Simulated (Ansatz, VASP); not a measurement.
**One calculation of NbC4, two programs**

```xyz
5
Lattice="4.1713 0.0000 0.0000 0.0000 4.1713 0.0000 0.0000 0.0000 4.1713" Properties=species:S:1:pos:R:3 pbc="T T T"
Nb    2.0856    2.0856    2.0856
C     0.0000    2.0856    2.0856
C     2.0856    0.0000    2.0856
C     2.0856    2.0856    0.0000
C     0.0000    0.0000    0.0000
```

Alike in both runs: functional PBE; k mesh 10 × 10 × 10; occupations gaussian, width 0.1 eV; no spin polarisation.

Ansatz relaxed the structure, and its values are those at the end. VASP's run is a single point on that final structure, the one shown.

|  | VASP | Ansatz |
| --- | --- | --- |
| version | VASP 6.6.1 | Ansatz 0.2.0 |
| potentials or method | VASP PAW PBE potentials, release 64 (Nb_sv, C), cutoff 520 eV | scalar-relativistic, plane waves, PAW |
| valence electrons in the cell | 29 | 29 |

```tsv
	VASP	Ansatz	Ansatz less VASP
gap on the k mesh at the Fermi level (eV)	none	none	-
pressure (GPa)	-0.2	0.0	+0.25
```

A gap of «none» marks a metal or a gap that the smearing closes. With one functional, cell and mesh, what is left measures potentials, basis and numerics.
